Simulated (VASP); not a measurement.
Input of a VASP 6.6.1 run:

INCAR

```
PREC = Accurate ; ENCUT = 520
EDIFF = 1E-8 ; ISMEAR = -1
SIGMA = 0.08 ; LREAL = False
LASPH = True ; NELM = 100
ALGO = Normal ; ISIF = 2
LWAVE = False ; LCHARG = False
GGA = PE ; LEFG = True
NBANDS = 29
```

The input KPOINTS:

```
regular mesh
0
Gamma
  8 8 8
```

POSCAR

```
TiSi2
1.0
    0.0000000000      4.0903615834      4.2328984671
    2.3704827389      0.0000000000      4.2328984671
    2.3704827389      4.0903615834      0.0000000000
Ti Si
2 4
Direct
    0.7500000000      0.7500000000      0.7500000000
    0.5000000000      0.5000000000      0.5000000000
    0.0830000000      0.4170000000      0.0830000000
    0.4170000000      0.0830000000      0.4170000000
    0.1670000000      0.8330000000      0.1670000000
    0.8330000000      0.1670000000      0.8330000000
```

Potentials or basis: VASP PAW PBE potentials, release 64 (Ti_sv, Si).

Launch:

```bash
$ cat potpaw_PBE.64/Ti_sv/POTCAR potpaw_PBE.64/Si/POTCAR > POTCAR
$ mpirun -np 1 vasp_std > vasp.out
```

(1) What does it give for the largest force?

(2) Estimate the band gap on the k mesh.

## Answers

(1) 0.209 eV/Å.

(2) zero (band 20 reaches 11.18 eV, above the bottom of band 21 at 9.30 eV).

Caveat: without QUAD_EFG the Cq values of the log hold for a quadrupole moment of 1 mb, not for the nuclei.
